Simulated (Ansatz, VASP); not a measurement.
Zn: VASP beside Ansatz

The input INCAR:

```
SYSTEM = Zn
  ALGO = Fast
  EDIFF = 1E-6
  ENCUT = 520
  GGA = PE
  ISIF = 2
  ISMEAR = 0
  LASPH = .True.
  LCHARG = .True.
  LELF = .True.
  LREAL = .False.
  LVHAR = .True.
  LWAVE = .False.
  NBANDS = 12
  NELM = 80
  PREC = Accurate
  SIGMA = 0.15
```

KPOINTS

```
k-points
0
Gamma
  22 22 22
  0 0 0
```

POSCAR

```
Zn
1.0
   -1.5533466300      1.5690370000      1.5690370000
    1.5533466300     -1.5690370000      1.5690370000
    1.5533466300      1.5690370000     -1.5690370000
Zn
1
Direct
    0.0000000000      0.0000000000      0.0000000000
```

Input for Ansatz:

```yaml
crystal:
  lattice:
    - [-1.55334663, 1.569037, 1.569037]
    - [1.55334663, -1.569037, 1.569037]
    - [1.55334663, 1.569037, -1.569037]
  atoms:
    - { symbol: Zn, position: [0.0, 0.0, 0.0] }
basis:
  ecutwfc: 420
kpoints:
  mp_grid: { grid: [22, 22, 22] }
hamiltonian:
  xc: pbe
scf:
  occupations: { method: gaussian, width: 0.15 }
output:
  forces: true
  stress: true
  eigenvalues: true
```

Change from the starting cell: strain -0.0100 x Voigt [1, 0, 0, 0, 0, 0], atoms carried along.

Alike in both runs: task single point; functional PBE; k mesh 22 × 22 × 22; occupations gaussian, width 0.15 eV; no spin polarisation.

|  | VASP | Ansatz |
| --- | --- | --- |
| version | VASP 6.6.1 | Ansatz 0.2.0 |
| potentials or method | VASP PAW PBE potentials, release 64 (Zn), cutoff 520 eV | scalar-relativistic, plane waves, PAW |
| valence electrons in the cell | 12 | 12 |

```tsv
	VASP	Ansatz	Ansatz less VASP
gap on the k mesh at the Fermi level (eV)	none	none	-
pressure (GPa)	0.7	0.4	-0.29
traceless stress, the component that is largest in VASP (GPa)	-0.36	-0.36	+0.002
```

A gap of «none» marks a metal or a gap that the smearing closes. With one functional, cell and mesh, what is left measures potentials, basis and numerics.
